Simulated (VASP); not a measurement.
A run of VASP 6.6.1 is set up as follows.

The input INCAR:

```
SYSTEM = TiAl
ALGO     = Normal         ! electronic algorithm
EDIFF    = 1E-6           ! SCF threshold, eV
ENCUT    = 500            ! plane-wave cutoff, eV
GGA      = PS             ! functional
GGA_COMPAT= .False.      
ISIF     = 2              ! what is computed and relaxed
ISMEAR   = 0              ! smearing method
LASPH    = .True.         ! aspherical terms in the spheres
LCHARG   = .True.         ! write CHGCAR
LELF     = .True.         ! ELF
LREAL    = .False.        ! projectors in reciprocal space
LVHAR    = .True.       
LWAVE    = .False.        ! write WAVECAR
NBANDS   = 32             ! bands
NELM     = 120            ! most SCF steps
PREC     = Accurate       ! precision mode
SIGMA    = 0.15           ! smearing width, eV
```

The input KPOINTS:

```
k-points
0
Gamma
  14 14 5
  0 0 0
```

POSCAR

```
TiAl
1.0
    0.0000000000     -3.1560751060      0.0000000000
    0.0000000000      0.0000000000     -3.1560751060
    9.4682253181      0.0000000000      0.0000000000
Ti Al
3 3
Direct
    0.0000000000      0.0000000000      0.0000000000
    0.0000000000      0.0000000000      0.3333333333
    0.0000000000      0.0000000000      0.6666666667
    0.5000000000      0.5000000000      0.1666666667
    0.5000000000      0.5000000000      0.5000000000
    0.5000000000      0.5000000000      0.8333333333
```

Potentials or basis: VASP PAW PBE potentials, release 64 (Ti_sv, Al).

Launch:

```sh
$ cat potpaw_PBE.64/Ti_sv/POTCAR potpaw_PBE.64/Al/POTCAR > POTCAR
$ mpirun -np 1 vasp_std > vasp.out
```

Question: Estimate the band gap on the k mesh.

Answer: Zero (an odd number of electrons rules out a gap without spin polarisation).

Question: Predict the pressure.

Answer: 0.1 GPa.

Caveat: the PAW data sets were made with another functional, which shifts forces and pressure a little.
